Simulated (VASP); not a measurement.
# LiCl (Fm-3m) in VASP: notebook

The runs below take LiCl through single point, with r2SCAN.

All numbers are computed with VASP 6.6.1; they aren't measurements. Logs are shortened: lines on timing, memory, paths and dates and some standing lists are left out, and cuts for length are marked.

### Step 1. The cell of the first run

It takes space group Fm-3m (No. 225, cubic). Conventional cell: a = 5.008 Å, b = 5.008 Å, c = 5.008 Å, α = 90.00°, β = 90.00°, γ = 90.00°. Within 3.3 Å of Li (site symmetry m-3m) lie 6 Cl at 2.50 Å. Within 3.3 Å of Cl (site symmetry m-3m) lie 6 Li at 2.50 Å.

### Step 2. Single point, r2SCAN (volume scaled by 0.94)

File POSCAR:

```
LiCl
1.0
    0.0000000000      2.5040204349      2.5040204349
    2.5040204349      0.0000000000      2.5040204349
    2.5040204349      2.5040204349      0.0000000000
Li Cl
1 1
Direct
    0.0000000000      0.0000000000      0.0000000000
    0.5000000000      0.5000000000      0.5000000000
```

File INCAR.step1:

```
SYSTEM = LiCl
PREC = Accurate
ENCUT = 520
ISMEAR = 0
SIGMA = 0.02
LREAL = .False.
LASPH = .True.
NELM = 60
NBANDS = 12
GGA = PE
ALGO = Normal
EDIFF = 1E-4
LWAVE = .True.
LCHARG = .False.
```

File INCAR.step2:

```
SYSTEM = LiCl
PREC = Accurate
ENCUT = 520
EDIFF = 1E-7
ISMEAR = 0
SIGMA = 0.02
LREAL = .False.
LASPH = .True.
NELM = 60
ALGO = Normal
ISIF = 2
LWAVE = .False.
LCHARG = .False.
METAGGA = R2SCAN
LMIXTAU = .True.
NBANDS = 12
ISTART = 1
```

File KPOINTS:

```
regular mesh
0
Gamma
  8 8 8
  0 0 0
```

Potentials or basis: VASP PAW PBE potentials, release 64 (Li_sv, Cl).

Run with:

```console
$ cat potpaw_PBE.64/Li_sv/POTCAR potpaw_PBE.64/Cl/POTCAR > POTCAR
$ cp INCAR.step1 INCAR
$ mpirun -np 1 vasp_std > vasp.out
$ cp INCAR.step2 INCAR
$ mpirun -np 1 vasp_std > vasp.out
```

OUTCAR:

```text
SYSTEM = LiCl
   PREC = Accurate
   ENCUT = 520
   EDIFF = 1E-7
   ISMEAR = 0
   LREAL = .False.
   LASPH = .True.
   NELM = 60
   ISIF = 2
   METAGGA = R2SCAN
   ISTART = 1

 ion  position               nearest neighbor table
   1  0.000  0.000  0.000-   2 2.50   2 2.50   2 2.50   2 2.50   2 2.50   2 2.50
   2  0.500  0.500  0.500-   1 2.50   1 2.50   1 2.50   1 2.50   1 2.50   1 2.50

  LATTYP: Found a face centered cubic cell.
 ALAT       =     5.0080408698

  Lattice vectors:

 A1 = (   0.0000000000,   2.5040204349,   2.5040204349)
 A2 = (   2.5040204349,   0.0000000000,   2.5040204349)
 A3 = (   2.5040204349,   2.5040204349,   0.0000000000)

Analysis of symmetry for initial positions (statically):
=====================================================================
 Subroutine PRICEL returns:
 Original cell was already a primitive cell.

 Routine SETGRP: Setting up the symmetry group for a
 face centered cubic supercell.

 Subroutine GETGRP returns: Found 48 space group operations
 (whereof 48 operations were pure point group operations)
 out of a pool of 48 trial point group operations.

The static configuration has the point symmetry O_h .

Analysis of symmetry for dynamics (positions and initial velocities):
=====================================================================
 Subroutine PRICEL returns:
 Original cell was already a primitive cell.

 Routine SETGRP: Setting up the symmetry group for a
 face centered cubic supercell.

 Subroutine GETGRP returns: Found 48 space group operations
 (whereof 48 operations were pure point group operations)
 out of a pool of 48 trial point group operations.

The dynamic configuration has the point symmetry O_h .

 Subroutine INISYM returns: Found 48 space group operations
 (whereof 48 operations are pure point group operations),
 and found     1 'primitive' translations

----------------------------------------------------------------------------------------

                                     Primitive cell

  volume of cell :      31.4010

  direct lattice vectors                    reciprocal lattice vectors
     0.000000000  2.504020435  2.504020435    -0.199678882  0.199678882  0.199678882
     2.504020435  0.000000000  2.504020435     0.199678882 -0.199678882  0.199678882
     2.504020435  2.504020435  0.000000000     0.199678882  0.199678882 -0.199678882

  length of vectors
     3.541219659  3.541219659  3.541219659     0.345853968  0.345853968  0.345853968

  position of ions in fractional coordinates (direct lattice)
     0.000000000  0.000000000  0.000000000
     0.500000000  0.500000000  0.500000000

  ion indices of the primitive-cell ions
   primitive index   ion index
                 1           1
                 2           2

----------------------------------------------------------------------------------------

 KPOINTS: regular mesh

Automatic generation of k-mesh.
 Grid dimensions read from file:
 generate k-points for:    8    8    8

 Generating k-lattice:

  Cartesian coordinates                     Fractional coordinates (reciprocal lattice)
    -0.024959860  0.024959860  0.024959860     0.125000000  0.000000000  0.000000000
     0.024959860 -0.024959860  0.024959860     0.000000000  0.125000000  0.000000000
     0.024959860  0.024959860 -0.024959860     0.000000000  0.000000000  0.125000000

  Length of vectors
     0.043231746  0.043231746  0.043231746

  Shift w.r.t. Gamma in fractional coordinates (k-lattice)
     0.000000000  0.000000000  0.000000000

 Subroutine IBZKPT returns following result:
 ===========================================

 Found     29 irreducible k-points:

 Following reciprocal coordinates:
            Coordinates               Weight
  0.000000  0.000000  0.000000      1.000000
  0.125000  0.000000  0.000000      8.000000
  0.250000  0.000000  0.000000      8.000000
  0.375000  0.000000  0.000000      8.000000
  0.500000  0.000000  0.000000      4.000000
  0.125000  0.125000  0.000000      6.000000
[... 16 lines left out ...]
  0.500000  0.250000  0.125000     48.000000
 -0.375000  0.250000  0.125000     24.000000
 [... further k-points ...]
   k-points           NKPTS =     29   k-points in BZ     NKDIM =     29   number of bands    NBANDS=     12
   number of dos      NEDOS =    301   number of ions     NIONS =      2
   total plane-waves  NPLWV =  21952
   dimension x,y,z NGX =    28 NGY =   28 NGZ =   28
   dimension x,y,z NGXF=    56 NGYF=   56 NGZF=   56
   ions per type =               1   1
   NGX,Y,Z   is equivalent  to a cutoff of  13.14, 13.14, 13.14 a.u.
   NGXF,Y,Z  is equivalent  to a cutoff of  26.29, 26.29, 26.29 a.u.
 SYSTEM =  LiCl
   PREC   = accura    normal or accurate (medium, high low for compatibility)
   ISTART =      1    job   : 0-new  1-cont  2-samecut
   ICHARG =      0    charge: 1-file 2-atom 10-const
   ISPIN  =      1    spin polarized calculation?
   LNONCOLLINEAR =      F non collinear calculations
   LSORBIT =      F    spin-orbit coupling
   LASPH  =      T    aspherical Exc in radial PAW
   ENCUT  =  520.0 eV  38.22 Ry    6.18 a.u.   6.58  6.58  6.58*2*pi/ulx,y,z
   NELM   =     60;   NELMIN=  2; NELMDL=  0     # of ELM steps
   EDIFF  = 0.1E-06   stopping-criterion for ELM
   LREAL  =      F    real-space projection
   EDIFFG = 0.1E-05   stopping-criterion for IOM
   NSW    =      0    number of steps for IOM
   IBRION =     -1    ionic relax: 0-MD 1-quasi-New 2-CG
   NFREE  =      0    steps in history (QN), initial steepest desc. (CG)
   ISIF   =      2    stress and relaxation
   ISYM   =      2    0-nonsym 1-usesym 2-fastsym
   POTIM  = 0.5000    time-step for ionic-motion
   TEBEG  =    0.0;   TEEND  =   0.0 temperature during run
   PSTRESS=    0.0 pullay stress
   NELECT =      10.0000    total number of electrons
   NUPDOWN=      -1.0000    fix difference up-down
   EMIN   =  10.00;   EMAX   =-10.00  energy-range for DOS
   EFERMI =   0.00;   METHOD = LEGACY
   ISMEAR =     0;   SIGMA  =   0.02  broadening in eV -4-tet -1-fermi 0-gaus
   EFERMI_NEDOS =   21; number of points for ismear=-14 and -15
   IALGO  =     38    algorithm
   IMIX   =      4    mixing-type and parameters
     AMIX     =   0.40;   BMIX     =  1.00
     AMIX_MAG =   1.60;   BMIX_MAG =  1.00
  volume/ion in A,a.u.               =      15.70       105.95
  Fermi-wavevector in a.u.,A,eV,Ry     =   1.117962  2.112641 17.005086  1.249839
  Thomas-Fermi vector in A             =   2.254589
   LORBIT       =      0    0 simple, 1 ext, 2 COOP (PROOUT), +10 PAW based schemes
   METAGGA = R2SCAN    functional components
   LHFCALC =     F    Hartree Fock is set to
   AEXX    =    0.0000 exact exchange contribution
   IVDW    =     0    specifies the selected vdW correction
   LEPSILON=     F    determine dielectric tensor
   LRPA    =     F    only Hartree local field effects (RPA)
 non-spin polarized calculation
 Gauss-broadening in eV      SIGMA  =   0.02
  energy-cutoff  :      520.00
  volume of cell :       31.40
 maximum number of plane-waves:       877
 NGX is ok and might be reduce to    28
   NGX = 13   NGY = 13   NGZ = 13

 number of electron       9.9999992 magnetization

 Free energy of the ion-electron system (eV)
  ---------------------------------------------------
  ext. energy  EPLUGINS =         0.00000000
  ---------------------------------------------------
  free energy    TOTEN  =       -12.57847921 eV

  energy without entropy =      -12.57847921  energy(sigma->0) =      -12.57847921

 E-fermi :   0.9607     XC(G=0):  -9.4984

 val. band max:        0.7598286626   @ k =   0.0000   0.0000   0.0000
 cond. band min:       8.3799860636   @ k =   0.5000   0.0000   0.0000
 fundamental gap:      7.6201574009
 Fermi energy:         0.9607379911

 k-point     1 :       0.0000    0.0000    0.0000
  band No.  band energies     occupation
      1     -43.9677      2.00000
      2     -13.4966      2.00000
      3       0.7598      2.00000
      4       0.7598      2.00000
      5       0.7598      2.00000
      6       8.5508      0.00000
      7      13.4703      0.00000
      8      13.4703      0.00000
      9      13.4703      0.00000
     10      16.3251      0.00000
     11      16.3251      0.00000
     12      17.0936      0.00000

 k-point     2 :       0.1250    0.0000    0.0000
  band No.  band energies     occupation
      1     -43.9671      2.00000
      2     -13.4069      2.00000
      3       0.1879      2.00000
      4       0.7102      2.00000
      5       0.7102      2.00000
      6       8.9929      0.00000
      7      12.7777      0.00000
      8      13.4862      0.00000
      9      13.4864      0.00000
     10      14.9174      0.00000
     11      14.9176      0.00000
     12      17.5297      0.00000

 k-point     3 :       0.2500    0.0000    0.0000
  band No.  band energies     occupation
      1     -43.9657      2.00000
      2     -13.1768      2.00000
      3      -0.9846      2.00000
      4       0.5970      2.00000
      5       0.5970      2.00000
      6       9.1467      0.00000
      7      12.3850      0.00000
      8      12.3854      0.00000
      9      13.0115      0.00000
     10      15.7120      0.00000
     11      15.7120      0.00000
     12      18.1423      0.00000
[... 286 lines left out ...]
 k-point    23 :       0.5000    0.2500    0.1250
  band No.  band energies     occupation
      1     -43.9636      2.00000
      2     -12.7662      2.00000
      3      -1.8276      2.00000
      4      -0.6268      2.00000
      5       0.1875      2.00000
      6      10.1835      0.00000
      7      11.0921      0.00000
      8      12.1423      0.00000
      9      13.5236      0.00000
     10      16.5590      0.00000
     11      19.7598      0.00000
     12      20.3506      0.00000

 k-point    24 :      -0.3750    0.2500    0.1250
  band No.  band energies     occupation
      1     -43.9631      2.00000
      2     -12.6694      2.00000
      3      -2.1006      2.00000
      4      -0.7325      2.00000
      5       0.0869      2.00000
      6       9.9414      0.00000
      7      11.0444      0.00000
      8      12.3627      0.00000
      9      14.0054      0.00000
     10      17.6140      0.00000
     11      18.6628      0.00000
     12      20.4525      0.00000

 [... further k-points ...]

------------------------ aborting loop because EDIFF is reached ----------------------------------------

  FORCE on cell =-STRESS in cart. coord.  units (eV):
  Direction    XX          YY          ZZ          XY          YZ          ZX
  --------------------------------------------------------------------------------------
  -------------------------------------------------------------------------------------
  Total        0.3848881      0.3848881      0.3848881      0.0000000     -0.0000000      0.0000000
  in kB       19.6381922     19.6381922     19.6381922      0.0000000     -0.0000000      0.0000000
  external PRESSURE =      19.6381922 kB  Pullay stress =       0.0000000 kB

 VOLUME and BASIS-vectors are now :
 -----------------------------------------------------------------------------
  energy-cutoff  :      520.00
  volume of cell :       31.40
      direct lattice vectors                 reciprocal lattice vectors
     0.000000000  2.504020435  2.504020435    -0.199678882  0.199678882  0.199678882
     2.504020435  0.000000000  2.504020435     0.199678882 -0.199678882  0.199678882
     2.504020435  2.504020435  0.000000000     0.199678882  0.199678882 -0.199678882

 POSITION                                       TOTAL-FORCE (eV/Angst)
 -----------------------------------------------------------------------------------
      0.00000      0.00000      0.00000        -0.000000     -0.000000     -0.000000
      2.50402      2.50402      2.50402         0.000000      0.000000      0.000000
 -----------------------------------------------------------------------------------
    total drift:                                0.000000      0.000000      0.000000

  FREE ENERGIE OF THE ION-ELECTRON SYSTEM (eV)
  ---------------------------------------------------
  free  energy   TOTEN  =       -12.5784792060 eV

  energy  without entropy=      -12.5784792060  energy(sigma->0) =      -12.57847921
```

It took 44 s on 1 thread of Intel Xeon Platinum 8488C (Sapphire Rapids), shared host; peak memory 0.16 GiB.

What came out:

| Property | Result |
| --- | --- |
| Free energy | -12.5785 eV |
| Band gap on the k mesh | 7.62 eV, indirect (least direct gap 7.79 eV) |

Levels at points of the mesh, in eV from the valence-band top:
| k point | band 2 | band 3 | band 4 | band 5 | band 6 | band 7 | band 8 | band 9 |
| --- | --- | --- | --- | --- | --- | --- | --- | --- |
| (0.00, 0.00, 0.00) | -14.26 | 0.00 | 0.00 | 0.00 | 7.79 | 12.71 | 12.71 | 12.71 |
| (0.50, 0.00, 0.00) | -13.57 | -3.15 | -0.31 | -0.31 | 7.62 | 10.34 | 10.34 | 15.04 |
| (0.50, 0.50, 0.00) | -13.26 | -3.28 | -1.27 | -1.27 | 8.81 | 8.96 | 14.26 | 16.03 |

Caveat: the cell differs from its parent crystal (volume scaled by 0.94); the cutoff is under 1.25 times the usual one of these potentials, so pressure, stress and relaxed cells hold a basis-set (Pulay) error; the PAW data sets were made with another functional, which shifts forces and pressure a little. A k mesh can miss the band edges.

### Step 3. Single point, r2SCAN (volume scaled by 0.97)

File POSCAR:

```
LiCl
1.0
    0.0000000000      2.5303804819      2.5303804819
    2.5303804819      0.0000000000      2.5303804819
    2.5303804819      2.5303804819      0.0000000000
Li Cl
1 1
Direct
    0.0000000000      0.0000000000      0.0000000000
    0.5000000000      0.5000000000      0.5000000000
```

File INCAR.step1:

```
ALGO = Normal
EDIFF = 1E-4
ENCUT = 520
GGA = PE
ISMEAR = 0
LASPH = True
LCHARG = False
LREAL = False
LWAVE = True
NBANDS = 12
NELM = 100
PREC = Accurate
SIGMA = 0.02
```

File INCAR.step2:

```
ALGO = Normal
EDIFF = 1E-6
ENCUT = 520
ISIF = 2
ISMEAR = 0
ISTART = 1
LASPH = True
LCHARG = True
LELF = True
LMIXTAU = True
LREAL = False
LVHAR = True
LWAVE = False
METAGGA = R2SCAN
NBANDS = 12
NELM = 100
PREC = Accurate
SIGMA = 0.02
```

File KPOINTS:

```
k-points
0
Gamma
  8 8 8
```

Potentials or basis: VASP PAW PBE potentials, release 64 (Li_sv, Cl).

Run with:

```console
$ cat potpaw_PBE.64/Li_sv/POTCAR potpaw_PBE.64/Cl/POTCAR > POTCAR
$ cp INCAR.step1 INCAR
$ mpirun -np 1 vasp_std > vasp.out
$ cp INCAR.step2 INCAR
$ mpirun -np 1 vasp_std > vasp.out
```

Run time: 32 s. Hardware: 1 thread of Intel Xeon Platinum 8488C (Sapphire Rapids), shared host; peak memory 0.15 GiB.

The run converged. Its results:

```yaml
Free_energy: -12.5869 eV
Band_gap_on_the_k_mesh: 7.57 eV, direct
```

Levels at points of the mesh, in eV from the valence-band top:
```tsv
k point	band 1	band 2	band 3	band 4	band 5	band 6	band 7	band 8	band 9	band 10
(0.00, 0.00, 0.00)	-44.76	-14.13	0.00	0.00	0.00	7.57	12.69	12.69	12.69	15.49
(0.50, 0.00, 0.00)	-44.76	-13.49	-3.01	-0.29	-0.29	7.58	10.33	10.33	14.67	18.20
(0.50, 0.50, 0.00)	-44.76	-13.21	-3.13	-1.20	-1.20	8.87	8.88	13.95	15.76	15.76
```

Caveat: the cell differs from its parent crystal (volume scaled by 0.97); the cutoff is under 1.25 times the usual one of these potentials, so pressure, stress and relaxed cells hold a basis-set (Pulay) error; the PAW data sets were made with another functional, which shifts forces and pressure a little. A k mesh can miss the band edges.

### Step 4. Single point, r2SCAN

This run uses another cell than the first one, of 16.70 Å³/atom, 1.064 times its volume.

File POSCAR:

```
LiCl
1.0
    0.0000000000      2.5562024743      2.5562024743
    2.5562024743      0.0000000000      2.5562024743
    2.5562024743      2.5562024743      0.0000000000
Li Cl
1 1
Direct
    0.0000000000      0.0000000000      0.0000000000
    0.5000000000      0.5000000000      0.5000000000
```

File INCAR.step1:

```
PREC     = Accurate       # precision mode
ENCUT    = 520            # plane-wave cutoff, eV
ISMEAR   = 0              # smearing method
SIGMA    = 0.02           # smearing width, eV
LREAL    = F              # projectors in reciprocal space
LASPH    = T              # aspherical terms in the spheres
NELM     = 60             # most SCF steps
NBANDS   = 12             # bands
GGA      = PE             # functional
ALGO     = Normal         # electronic algorithm
EDIFF    = 1E-4           # SCF threshold, eV
LWAVE    = T              # write WAVECAR
LCHARG   = F              # write CHGCAR
```

File INCAR.step2:

```
PREC     = Accurate       # precision mode
ENCUT    = 520            # plane-wave cutoff, eV
EDIFF    = 1E-6           # SCF threshold, eV
ISMEAR   = 0              # smearing method
SIGMA    = 0.02           # smearing width, eV
LREAL    = F              # projectors in reciprocal space
LASPH    = T              # aspherical terms in the spheres
NELM     = 60             # most SCF steps
ALGO     = Normal         # electronic algorithm
ISIF     = 2              # what is computed and relaxed
LWAVE    = F              # write WAVECAR
LCHARG   = T              # write CHGCAR
METAGGA  = R2SCAN         # meta-GGA
LMIXTAU  = T            
LELF     = T              # ELF
LVHAR    = T            
NBANDS   = 12             # bands
ISTART   = 1
```

File KPOINTS:

```
regular mesh
0
Gamma
  8 8 8
```

Run with:

```console
$ cat potpaw_PBE.64/Li_sv/POTCAR potpaw_PBE.64/Cl/POTCAR > POTCAR
$ cp INCAR.step1 INCAR
$ mpirun -np 1 vasp_std > vasp.out
$ cp INCAR.step2 INCAR
$ mpirun -np 1 vasp_std > vasp.out
```

Run time: 32 s. Hardware: 1 thread of Intel Xeon Platinum 8488C (Sapphire Rapids), shared host; peak memory 0.15 GiB.

The run converged. Its results:

- Free energy: -12.5881 eV
- Band gap on the k mesh: 7.36 eV, direct

Levels at points of the mesh, in eV from the valence-band top:
```tsv
k point	band 1	band 2	band 3	band 4	band 5	band 6	band 7	band 8	band 9	band 10
(0.00, 0.00, 0.00)	-44.80	-14.02	0.00	0.00	0.00	7.36	12.67	12.67	12.67	15.41
(0.50, 0.00, 0.00)	-44.80	-13.42	-2.88	-0.28	-0.28	7.55	10.32	10.32	14.32	18.07
(0.50, 0.50, 0.00)	-44.79	-13.17	-2.98	-1.14	-1.14	8.79	8.91	13.66	15.50	15.50
```

Caveat: the cutoff is under 1.25 times the usual one of these potentials, so pressure, stress and relaxed cells hold a basis-set (Pulay) error; the PAW data sets were made with another functional, which shifts forces and pressure a little.

(Continued in part 2 of 2.)
